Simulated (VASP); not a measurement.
A run of VASP 6.6.1 is set up as follows.

The input INCAR:

```
SYSTEM = LiPrP3
PREC = Accurate
ENCUT = 750
EDIFF = 1E-7
ISMEAR = 0
SIGMA = 0.1
LREAL = .FALSE.
LASPH = .TRUE.
NELM = 200
ALGO = Normal
ISIF = 3
LWAVE = .FALSE.
LCHARG = .FALSE.
GGA = PE
IBRION = 2
NSW = 100
EDIFFG = -0.01
GGA_COMPAT = .FALSE.
NELMIN = 4
LMAXMIX = 6
```

KPOINTS

```
Automatic mesh
0
G
  12 12 6
  0 0 0
```

File POSCAR:

```
LiPrP3
1.0
    5.5487586277      0.0000000000      0.0000000000
   -2.7743793138      4.8053659310      0.0000000000
    0.0000000000      0.0000000000      6.6248160895
Li Pr P
1 1 3
Direct
    0.0000000000      0.0000000000      0.0000000000
    0.0000000000      0.0000000000      0.5000000000
    0.5000000000      0.0000000000      0.5000000000
    0.0000000000      0.5000000000      0.5000000000
    0.5000000000      0.5000000000      0.5000000000
```

Potentials or basis: VASP PAW PBE potentials, release 64 (Li_sv, Pr_3, P), 4f in core.

Launch:

```bash
$ cat potpaw_PBE.64/Li_sv/POTCAR potpaw_PBE.64/Pr_3/POTCAR potpaw_PBE.64/P/POTCAR > POTCAR
$ mpirun -np 1 vasp_std > vasp.out
```

(1) Estimate the relaxed cell.

(2) What does it give for the relaxed volume?

(3) What does it give for the band gap on the k mesh?

Results:

(1) a = 5.561 Å, b = 5.561 Å, c = 6.625 Å, α = 90.00°, β = 90.00°, γ = 120.00°.

(2) 35.48 Å³/atom.

(3) zero (an odd number of electrons rules out a gap without spin polarisation).

Caveat: spin-orbit coupling is left out, which moves the levels of the heavy elements; the 4f electrons are frozen in the core, so they carry no moment and show no levels.
